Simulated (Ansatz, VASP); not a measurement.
# Two plane-wave programs on C

```
C
1.0
    -2.50198    2.50198    2.39267
     2.50198   -2.50198    2.39267
     2.50198    2.50198   -2.39267
C
8
Direct
  0.32546 0.00000 0.00000
  0.67454 0.67454 0.67454
  0.00000 0.32546 0.00000
  0.00000 0.00000 0.32546
  0.00000 0.67454 0.00000
  0.32546 0.32546 0.32546
  0.67454 0.00000 0.00000
  0.00000 0.00000 0.67454
```

Change from the starting cell: strain +0.030 along x and y, -0.015 along z, atoms carried along.

Alike in both runs: task single point; functional r2SCAN; k mesh 8 × 8 × 8; occupations gaussian, width 0.05 eV; no spin polarisation.

```csv
,VASP,Ansatz
version,VASP 6.6.1,Ansatz 0.2.0
potentials or method,"VASP PAW PBE potentials, release 64 (C), cutoff 520 eV","scalar-relativistic, plane waves, PAW"
valence electrons in the cell,32,32
```

VASP gave:

```
gap on the k mesh at the Fermi level (eV)                     : 2.56
least direct gap on the mesh (eV)                             : 3.49
pressure (GPa)                                                : -11.9
traceless stress, the component that is largest in VASP (GPa) : 16.08
rms of the force components (eV/Å)                            : 0.475
```

Question: What did Ansatz give for the same quantities?

Answer: gap on the k mesh at the Fermi level (eV): 2.57; least direct gap on the mesh (eV): 3.51; pressure (GPa): -12.7; traceless stress, the component that is largest in VASP (GPa): 15.90; rms of the force components (eV/Å): 0.468.

VASP's potentials were made for PBE, not for r2SCAN. Atom by atom the forces differ by 0.022 eV/Å (rms over components).
